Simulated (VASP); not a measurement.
# Mo (I4/mmm) in VASP: a series of runs, part 2 of 2

VASP 6.6.1.

## Step 3: Single point, PBE (strain +0.0100 x Voigt [0, 1, 0, 0, 0, 0])

Input file INCAR:

```
SYSTEM = Mo
  PREC = Accurate
  ENCUT = 520
  EDIFF = 1E-7
  ISMEAR = 0
  SIGMA = 0.15
  LREAL = .False.
  LASPH = .True.
  NELM = 60
  ALGO = Fast
  ISIF = 2
  LWAVE = .False.
  LCHARG = .True.
  GGA = PE
  LELF = .True.
  LVHAR = .True.
  NBANDS = 13
```

Input file KPOINTS:

```
Automatic mesh
0
Gamma
  26 26 26
  0 0 0
```

Input file POSCAR:

```
Mo
1.0
   -1.5802194356      1.5960216300      1.5802194356
    1.5802194356     -1.5960216300      1.5802194356
    1.5802194356      1.5960216300     -1.5802194356
Mo
1
Direct
    0.0000000000      0.0000000000      0.0000000000
```

Potentials or basis: VASP PAW PBE potentials, release 64 (Mo_sv).

The run is started by

```bash
$ cat potpaw_PBE.64/Mo_sv/POTCAR > POTCAR
$ mpirun -np 1 vasp_std > vasp.out
```

Wall time 91 s (1 thread of Intel Xeon 6975P-C (Granite Rapids), shared host); peak memory 0.35 GiB.

It converged, with:

```
Free energy            : -10.9376 eV
Pressure               : -1.9 GPa
Band gap on the k mesh : zero (band 7 reaches 16.13 eV, above the bottom of band 8 at 11.02 eV)
```

Stress tensor (GPa, compression positive):
```
-0.94  0.00  0.00
 0.00 -3.92  0.00
 0.00  0.00 -0.94
```

Levels at points of the mesh, in eV from the Fermi level:
```csv
k point,band 3,band 4,band 5,band 6,band 7,band 8,band 9,band 10,band 11,band 12
"(0.00, 0.00, 0.00)",-34.58,-34.58,-7.16,-1.35,-1.35,-1.24,1.56,1.71,14.69,14.87
"(0.50, 0.00, 0.00)",-35.00,-34.59,-5.19,-3.26,1.54,1.60,2.25,4.61,11.32,11.94
"(0.00, 0.50, 0.00)",-35.01,-34.60,-5.21,-3.38,1.62,1.75,2.31,4.63,11.42,11.90
"(0.50, 0.50, 0.50)",-35.48,-35.48,-5.29,-5.27,3.86,3.89,3.89,8.75,9.01,9.01
```

Caveat: the cell differs from its parent crystal (strain +0.0100 x Voigt [0, 1, 0, 0, 0, 0]).

## Step 4: Single point, PBE (strain +0.0200 x Voigt [0, 1, 0, 0, 0, 0])

Input file INCAR:

```
ALGO = Fast ; EDIFF = 1E-6
ENCUT = 520 ; GGA = PE
ISIF = 2 ; ISMEAR = 0
LASPH = True ; LCHARG = False
LREAL = False ; LWAVE = False
NBANDS = 13 ; NELM = 60
PREC = Accurate ; SIGMA = 0.15
```

Input file KPOINTS:

```
k-points
0
Gamma
  26 26 26
```

Input file POSCAR:

```
Mo
1.0
   -1.5802194356      1.6118238243      1.5802194356
    1.5802194356     -1.6118238243      1.5802194356
    1.5802194356      1.6118238243     -1.5802194356
Mo
1
Direct
    0.0000000000      0.0000000000      0.0000000000
```

The run is started by

```bash
$ cat potpaw_PBE.64/Mo_sv/POTCAR > POTCAR
$ mpirun -np 1 vasp_std > vasp.out
```

Wall time 72 s (1 thread of Intel Xeon 6975P-C (Granite Rapids), shared host); peak memory 0.35 GiB.

Results (log left out):

```yaml
Free_energy: -10.9318 eV
Pressure: -4.3 GPa
Band_gap_on_the_k_mesh: zero (band 7 reaches 15.90 eV, above the bottom of band 8 at 10.95 eV)
```

Stress tensor (GPa, compression positive):
```
-2.36  0.00  0.00
 0.00 -8.10  0.00
 0.00  0.00 -2.36
```

Levels at points of the mesh, in eV from the Fermi level:
```
           k point  band 4  band 5  band 6  band 7  band 8  band 9  band 10  band 11
(0.00, 0.00, 0.00)  -34.60   -7.13   -1.37   -1.37   -1.15    1.48     1.75    14.55
(0.50, 0.00, 0.00)  -34.61   -5.13   -3.18    1.48    1.51    2.22     4.53    11.14
(0.00, 0.50, 0.00)  -34.62   -5.16   -3.41    1.63    1.81    2.33     4.58    11.33
(0.50, 0.50, 0.50)  -35.46   -5.23   -5.18    3.78    3.85    3.85     8.51     9.02
```

Caveat: the cell differs from its parent crystal (strain +0.0200 x Voigt [0, 1, 0, 0, 0, 0]).

## Step 5: Single point, PBE

This run uses another cell than the first one, of 16.10 Å³/atom, 1.030 times its volume.

Input file INCAR:

```
SYSTEM = Mo
  ALGO = Fast
  EDIFF = 1E-7
  ENCUT = 520
  GGA = PE
  ISIF = 2
  ISMEAR = 0
  LASPH = .TRUE.
  LCHARG = .FALSE.
  LREAL = .FALSE.
  LWAVE = .FALSE.
  NBANDS = 13
  NELM = 60
  PREC = Accurate
  SIGMA = 0.15
```

Input file KPOINTS:

```
k-points
0
G
  26 26 26
  0 0 0
```

POSCAR is that of step 4.

Potentials or basis: VASP PAW PBE potentials, release 64 (Mo_sv).

The run is started by

```bash
$ cat potpaw_PBE.64/Mo_sv/POTCAR > POTCAR
$ mpirun -np 1 vasp_std > vasp.out
```

OUTCAR:

```text
SYSTEM = Mo
   EDIFF = 1E-7
   ENCUT = 520
   GGA = PE
   ISIF = 2
   ISMEAR = 0
   LASPH = .TRUE.
   LREAL = .FALSE.
   NELM = 60
   PREC = Accurate

 ion  position               nearest neighbor table
   1  0.000  0.000  0.000-

  LATTYP: Found a body centered tetragonal cell.
 ALAT       =     3.1604388712
 C/A-ratio  =     1.0200000000

  Lattice vectors:

 A1 = (  -1.5802194356,  -1.6118238243,   1.5802194356)
[... 555 lines left out ...]
      3     -22.8227      2.00000
      4     -22.4986      2.00000
      5       7.2330      2.00000
      6       9.2173      2.00000
      7      11.7586      1.99923
      8      13.5051      0.00000
      9      14.2266      0.00000
     10      15.3238      0.00000
     11      25.1076      0.00000
     12      25.2121      0.00000
     13      31.4140      0.00000

 [... further k-points ...]
[... 5 lines left out ...]
  --------------------------------------------------------------------------------------
  -------------------------------------------------------------------------------------
  Total       -0.2419095     -0.8186147     -0.2419095     -0.0000000      0.0000000      0.0000000
  in kB      -24.0741616    -81.4662551    -24.0741616     -0.0000000      0.0000000      0.0000000
  external PRESSURE =     -43.2048594 kB  Pullay stress =       0.0000000 kB

 VOLUME and BASIS-vectors are now :
 -----------------------------------------------------------------------------
  energy-cutoff  :      520.00
  volume of cell :       16.10
      direct lattice vectors                 reciprocal lattice vectors
    -1.580219436  1.611823824  1.580219436     0.000000000  0.310207600  0.316411752
     1.580219436 -1.611823824  1.580219436     0.316411752  0.000000000  0.316411752
     1.580219436  1.611823824 -1.580219436     0.316411752  0.310207600  0.000000000

 POSITION                                       TOTAL-FORCE (eV/Angst)
 -----------------------------------------------------------------------------------
      0.00000      0.00000      0.00000        -0.000000     -0.000000      0.000000
 -----------------------------------------------------------------------------------
    total drift:                                0.000000      0.000000      0.000000

  FREE ENERGIE OF THE ION-ELECTRON SYSTEM (eV)
  ---------------------------------------------------
  free  energy   TOTEN  =       -10.9317554077 eV

  energy  without entropy=      -10.9250962707  energy(sigma->0) =      -10.92842584
```

OSZICAR:

```text
N       E                     dE             d eps       ncg     rms          rms(c)
DAV:   1     0.921236703479E+02    0.92124E+02   -0.80335E+03 34859   0.110E+03
DAV:   2    -0.104267851399E+02   -0.10255E+03   -0.98677E+02 40015   0.310E+02
DAV:   3    -0.116135320431E+02   -0.11867E+01   -0.11834E+01 38545   0.331E+01
DAV:   4    -0.116162589759E+02   -0.27269E-02   -0.27269E-02 39025   0.193E+00
DAV:   5    -0.116162767870E+02   -0.17811E-04   -0.17810E-04 38970   0.139E-01    0.137E+01
RMM:   6    -0.110118319157E+02    0.60444E+00   -0.73296E-01 34698   0.796E+00    0.383E+00
RMM:   7    -0.109345927536E+02    0.77239E-01   -0.20300E-01 35537   0.411E+00    0.115E+00
RMM:   8    -0.109319727628E+02    0.26200E-02   -0.10455E-02 38262   0.113E+00    0.140E-01
RMM:   9    -0.109317645200E+02    0.20824E-03   -0.11476E-03 38773   0.355E-01    0.445E-02
RMM:  10    -0.109317563778E+02    0.81422E-05   -0.19217E-04 39839   0.151E-01    0.210E-02
RMM:  11    -0.109317555795E+02    0.79831E-06   -0.14482E-05 39431   0.483E-02    0.189E-03
RMM:  12    -0.109317552449E+02    0.33468E-06   -0.30182E-06 39572   0.203E-02    0.144E-03
RMM:  13    -0.109317555184E+02   -0.27354E-06   -0.46124E-07 33614   0.885E-03    0.562E-04
RMM:  14    -0.109317553923E+02    0.12610E-06   -0.13019E-07 24532   0.418E-03    0.290E-04
RMM:  15    -0.109317554077E+02   -0.15374E-07   -0.17488E-08 18274   0.162E-03
   1 F= -.10931755E+02 E0= -.10928426E+02  d E =-.665914E-02
```

stdout:

```text
POSCAR found type information on POSCAR Mo
 POSCAR found :  1 types and       1 ions
 scaLAPACK will be used
 LDA part: xc-table for (Slater+PW92), standard interpolation
 POSCAR, INCAR and KPOINTS ok, starting setup
 FFT: planning ... GRIDC
 FFT: planning ... GRID_SOFT
 FFT: planning ... GRID
 WAVECAR not read
 entering main loop
WARNING in EDDRMM: call to ZHEGV failed, returncode =   6  3     13
```

Wall time 93 s (1 thread of Intel Xeon 6975P-C (Granite Rapids), shared host); peak memory 0.35 GiB.

What came out:

| Item | Value |
| --- | --- |
| Free energy | -10.9318 eV |
| Pressure | -4.3 GPa |
| Band gap on the k mesh | zero (band 7 reaches 15.90 eV, above the bottom of band 8 at 10.95 eV) |

## Step 6: Summary

| cell | further INCAR settings | gap on the mesh (eV) | pressure (GPa) |
| --- | --- | --- | --- |
| a = 2.728 Å, angles 109.2, 110.0, 109.2°, 1 atom | ALGO = Fast; EDIFF = 1e-07; NBANDS = 13 | none | 3.3 |
| a = 2.746 Å, angles 109.7, 108.9, 109.7°, 1 atom | ALGO = Fast; EDIFF = 1e-07; NBANDS = 13 | none | -1.9 |
| a = 2.755 Å, angles 110.0, 108.4, 110.0°, 1 atom | ALGO = Fast; EDIFF = 1e-06; NBANDS = 13 | none | -4.3 |
| a = 2.755 Å, angles 110.0, 108.4, 110.0°, 1 atom | ALGO = Fast; EDIFF = 1e-07; NBANDS = 13 | none | -4.3 |

Alike in all rows: task single point; level PBE; potentials or basis VASP PAW PBE potentials, release 64 (Mo_sv); no spin polarisation; k mesh 26 × 26 × 26; cutoff (eV) 520; smearing gaussian 0.15 eV.

Total energies depend on the potentials used, so only differences within one code and one set of settings carry meaning.
